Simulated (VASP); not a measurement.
Runs of VASP 6.6.1 on Mg. The structure is that of space group P6_3/mmc (No. 194), or close to it. The cells are those of the table. 

```tsv
task	cell	cutoff (eV)	smearing	gap on the mesh (eV)	pressure (GPa)	relaxed volume (Å³/atom)
single point	a = 3.134, b = 3.134, c = 5.092 Å, angles 90.0, 90.0, 120.0°, 2 atoms	520	fermi-dirac 0.15 eV	none	-0.3	-
relaxation of cell and atoms	relaxed from a = 3.132, b = 3.132, c = 5.087 Å, angles 90.0, 90.0, 120.0°, 2 atoms	600	fermi-dirac 0.15 eV	none	0.0	(a)
relaxation of cell and atoms	relaxed from a = 3.209, b = 3.209, c = 5.210 Å, angles 90.0, 90.0, 120.0°, 2 atoms	600	gaussian 0.1 eV	none	0.0	21.44
single point	a = 3.132, b = 3.132, c = 5.087 Å, angles 90.0, 90.0, 120.0°, 2 atoms	520	gaussian 0.1 eV	none	-0.3	-
```

Alike in all rows: level LDA; potentials or basis VASP PAW LDA potentials, release 64 (Mg); no spin polarisation; k mesh 21 × 21 × 12.

Task: Estimate the missing entries.

Result: (a) 21.48.

A gap of «none» marks levels without a gap at the run's occupations.
